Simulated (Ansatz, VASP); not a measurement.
## In4BiF in VASP and in Ansatz

File INCAR:

```
SYSTEM = In4BiF
PREC = Accurate
ENCUT = 520
EDIFF = 1E-6
ISMEAR = 0
SIGMA = 0.1
LREAL = .False.
LASPH = .True.
NELM = 80
ALGO = Normal
ISIF = 2
LWAVE = .False.
LCHARG = .True.
GGA = PE
LELF = .True.
LVHAR = .True.
NBANDS = 46
```

The input KPOINTS:

```
Automatic mesh
0
Gamma
  3 3 4
  0 0 0
```

Contents of POSCAR:

```
In4BiF
1.0
    6.0093883500      0.0000000000      0.0000000000
   -3.0046941800      5.2042829700      0.0000000000
    0.0000000000      0.0000000000      4.7955987300
In Bi F
4 1 1
Direct
    0.3333333300      0.6666666700      0.0000000000
    0.6644266600      0.8322133300      0.5000000000
    0.1677866700      0.8322133300      0.5000000000
    0.1677866700      0.3355733400      0.5000000000
    0.0000000000      0.0000000000      0.0000000000
    0.6666666700      0.3333333300      0.0000000000
```

Input for Ansatz:

```yaml
crystal:
  lattice:
    - [6.00938835, 0.0, 0.0]
    - [-3.00469418, 5.20428297, 0.0]
    - [0.0, 0.0, 4.79559873]
  atoms:
    - { symbol: In, position: [0.33333333, 0.66666667, 0.0] }
    - { symbol: In, position: [0.66442666, 0.83221333, 0.5] }
    - { symbol: In, position: [0.16778667, 0.83221333, 0.5] }
    - { symbol: In, position: [0.16778667, 0.33557334, 0.5] }
    - { symbol: Bi, position: [0.0, 0.0, 0.0] }
    - { symbol: F, position: [0.66666667, 0.33333333, 0.0] }
basis:
  ecutwfc: 420
kpoints:
  mp_grid: { grid: [3, 3, 4] }
hamiltonian:
  xc: pbe
scf:
  occupations: { method: gaussian, width: 0.1 }
  lower_state_search: "off"
output:
  forces: true
  stress: true
  eigenvalues: true
```

Change from the starting cell: species swapped into the SmCo4Cu type (P-6m2, No. 187).

Alike in both runs: task single point; functional PBE; k mesh 3 × 3 × 4; occupations gaussian, width 0.1 eV; no spin polarisation.

|  | VASP | Ansatz |
| --- | --- | --- |
| version | VASP 6.6.1 | Ansatz 0.2.0 |
| potentials or method | VASP PAW PBE potentials, release 64 (In_d, Bi_d, F), cutoff 520 eV | scalar-relativistic, plane waves, PAW |
| valence electrons in the cell | 74 | 74 |

|  | VASP | Ansatz | Ansatz less VASP |
| --- | --- | --- | --- |
| gap on the k mesh at the Fermi level (eV) | none | none | - |
| pressure (GPa) | 10.1 | 10.2 | +0.08 |
| traceless stress, the component that is largest in VASP (GPa) | 6.47 | 6.45 | -0.012 |
| rms of the force components (eV/Å) | 0.272 | 0.272 | -0.0009 |

Atom by atom the forces differ by 0.001 eV/Å (rms over components). A gap of «none» marks a metal or a gap that the smearing closes. With one functional, cell and mesh, what is left measures potentials, basis and numerics.

The k mesh is coarse, so the values compare programs but aren't converged. Spin-orbit coupling is off throughout.
